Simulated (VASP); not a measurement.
A run of VASP 6.6.1:

POSCAR

```
TaRu
1.0
    3.1870000000      0.0000000000      0.0000000000
    0.0000000000      3.1870000000      0.0000000000
    0.0000000000      0.0000000000      3.1870000000
Ta Ru
1 1
Direct
    0.5000000000      0.5000000000      0.5039221839
    0.0000000000      0.0000000000      0.0000000000
```

INCAR.step1

```
PREC = Accurate
ENCUT = 520
ISMEAR = 0
SIGMA = 0.15
LREAL = F
LASPH = T
NELM = 80
NBANDS = 20
GGA = PE
ALGO = Normal
EDIFF = 1E-4
LWAVE = T
LCHARG = F
```

INCAR.step2

```
PREC = Accurate
ENCUT = 520
EDIFF = 1E-6
ISMEAR = 0
SIGMA = 0.15
LREAL = F
LASPH = T
NELM = 80
ALGO = Normal
ISIF = 2
LWAVE = F
LCHARG = F
METAGGA = R2SCAN
LMIXTAU = T
NBANDS = 20
ISTART = 1
```

The input KPOINTS:

```
Automatic mesh
0
Gamma
  16 16 16
```

Potentials or basis: VASP PAW PBE potentials, release 64 (Ta_pv, Ru_pv).

Launch:

```bash
$ cat potpaw_PBE.64/Ta_pv/POTCAR potpaw_PBE.64/Ru_pv/POTCAR > POTCAR
$ cp INCAR.step1 INCAR
$ mpirun -np 1 vasp_std > vasp.out
$ cp INCAR.step2 INCAR
$ mpirun -np 1 vasp_std > vasp.out
```

Hardware: 1 thread of Intel(R) Xeon(R) 6975P-C (Granite Rapids) (shared host).

Question: Estimate the wall time of this run.

Answer: It took 3 min on 1 thread of Intel(R) Xeon(R) 6975P-C (Granite Rapids), on a shared host, peak memory 0.36 GiB. Counts: k points 405.
